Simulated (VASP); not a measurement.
Crystal: Sn3Mo2.

```xyz
5
Lattice="4.2027 0.0000 0.0000 0.0000 4.2027 0.0000 0.0000 0.0000 6.1901" Properties=species:S:1:pos:R:3 pbc="T T T"
Sn    2.1014    0.0000    6.1496
Sn    0.0000    2.1014    6.1496
Sn    0.0000    0.0000    1.6846
Mo    0.0000    0.0000    4.4638
Mo    2.1014    2.1014    1.7940
```

- Program: VASP 6.6.1
- Task: relaxation of cell and atoms
- Functional: PBE
- Potentials or basis: VASP PAW PBE potentials, release 64 (Sn_d, Mo_sv)
- Cutoff: 600 eV
- k mesh: 4 × 4 × 4
- Occupations: gaussian, width 0.1 eV
- Spin: no spin polarisation

At the start: pressure 15.4 GPa; volume 21.87 Å³/atom.

Problem. Where does the relaxation end?

Solution. Over 23 steps the energy falls by 524.7 meV/atom and the volume is 24.34 Å³/atom (+11.3 %); space group P4mm (No. 99, to 0.05 Å).

The path:
| step | energy change (eV) | largest force (eV/Å) | pressure (GPa) | volume (Å³) |
| --- | --- | --- | --- | --- |
| 1 | 0.0000 | 5.2834 | 15.36 | 109.33 |
| 2 | -0.4790 | 1.3106 | -11.54 | 145.94 |
| 3 | -1.3041 | 2.1687 | -4.46 | 127.08 |
| 4 | -1.3072 | 2.2543 | -3.92 | 126.25 |
| 5 | -1.8644 | 1.0979 | -1.86 | 121.04 |
| 6 | -2.0892 | 0.5253 | 1.20 | 116.62 |
| 7 | -2.0960 | 0.8044 | 2.11 | 115.61 |
| 8 | -2.2595 | 1.3948 | 1.15 | 116.36 |
| 9 | -2.2750 | 1.2041 | 1.14 | 116.25 |
| 10 | -2.3615 | 1.1205 | -0.80 | 118.91 |
| 11 | -2.4074 | 0.9469 | -2.85 | 122.37 |
| 12 | -2.4541 | 0.7177 | -2.07 | 121.75 |
| 13 | -2.5054 | 0.6769 | 0.00 | 120.31 |
| 14 | -2.5272 | 0.6327 | 0.24 | 120.14 |
| 15 | -2.5790 | 0.4795 | 1.04 | 119.58 |
| 16 | -2.5859 | 0.4754 | 2.95 | 118.37 |
| 17 | -2.6027 | 0.2465 | 2.00 | 118.96 |
| 18 | -2.6213 | 0.1277 | 0.33 | 121.08 |
| 19 | -2.6217 | 0.1494 | 0.05 | 121.46 |
| 20 | -2.6230 | 0.0905 | 0.02 | 121.59 |
| 21 | -2.6234 | 0.0495 | -0.01 | 121.68 |
| 22 | -2.6234 | 0.0455 | -0.01 | 121.71 |
| 23 | -2.6235 | 0.0226 | 0.02 | 121.70 |

Final structure:
```xyz
5
Lattice="4.0045 0.0000 0.0000 0.0000 4.0045 0.0000 0.0000 0.0000 7.5895" Properties=species:S:1:pos:R:3 pbc="T T T"
Sn    2.0022    0.0000    7.3589
Sn    0.0000    2.0022    7.3589
Sn    0.0000    0.0000    2.7644
Mo    0.0000    0.0000    5.4553
Mo    2.0022    2.0022    1.8800
```

Caveat: the k points lie up to 0.39 Å⁻¹ apart in the final cell.
